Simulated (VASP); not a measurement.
Set up this calculation in VASP 6.6.1, as the native input.

| Property | Result |
| --- | --- |
| Task | single point |
| Functional | PBE |
| Potentials or basis | VASP PAW PBE potentials, release 64 (Rb_sv, Si, Ge_d) |
| Cutoff | 520 eV |
| k mesh | 4 × 4 × 4 |
| Occupations | gaussian, width 0.2 eV |
| Spin | no spin polarisation |
| Dipole correction | no |
| Further INCAR settings | ALGO = Normal; EDIFF = 1e-07; NBANDS = 76 |

The structure of RbSi3Ge3 lies in POSCAR:

```
RbSi3Ge3
1.0
    6.9831358000      0.0000000000      0.0000000000
    0.0000000000      6.9831358000      0.0000000000
    0.0000000000      0.0000000000      6.9831358000
Rb Si Ge
2 6 6
Direct
    0.5000000000      0.5000000000      0.5000000000
    0.0000000000      0.0000000000      0.0000000000
    0.5000000000      0.0000000000      0.7500000000
    0.7500000000      0.5000000000      0.0000000000
    0.0000000000      0.7500000000      0.5000000000
    0.5000000000      0.0000000000      0.2500000000
    0.2500000000      0.5000000000      0.0000000000
    0.0000000000      0.2500000000      0.5000000000
    0.0000000000      0.5000000000      0.7500000000
    0.7500000000      0.0000000000      0.5000000000
    0.5000000000      0.7500000000      0.0000000000
    0.0000000000      0.5000000000      0.2500000000
    0.2500000000      0.0000000000      0.5000000000
    0.5000000000      0.2500000000      0.0000000000
```

One way to write it, as run:

INCAR

```
PREC = Accurate ; ENCUT = 520
EDIFF = 1E-7 ; ISMEAR = 0
SIGMA = 0.2 ; LREAL = False
LASPH = True ; NELM = 100
ALGO = Normal ; ISIF = 2
LWAVE = False ; LCHARG = False
GGA = PE ; NBANDS = 76
```

KPOINTS

```
Automatic mesh
0
Gamma
  4 4 4
```

Potentials or basis: VASP PAW PBE potentials, release 64 (Rb_sv, Si, Ge_d).

Command:

```console
$ cat potpaw_PBE.64/Rb_sv/POTCAR potpaw_PBE.64/Si/POTCAR potpaw_PBE.64/Ge_d/POTCAR > POTCAR
$ mpirun -np 1 vasp_std > vasp.out
```

It gave:

The pressure is 0.0 GPa. The band gap on the k mesh is zero (bands 63 and 64 overlap by 2.29 eV).

Run time: 3.1 min on 1 thread of AMD EPYC 9R45 96-Core Processor (Zen 5), with other jobs on the host, peak memory 0.49 GiB.
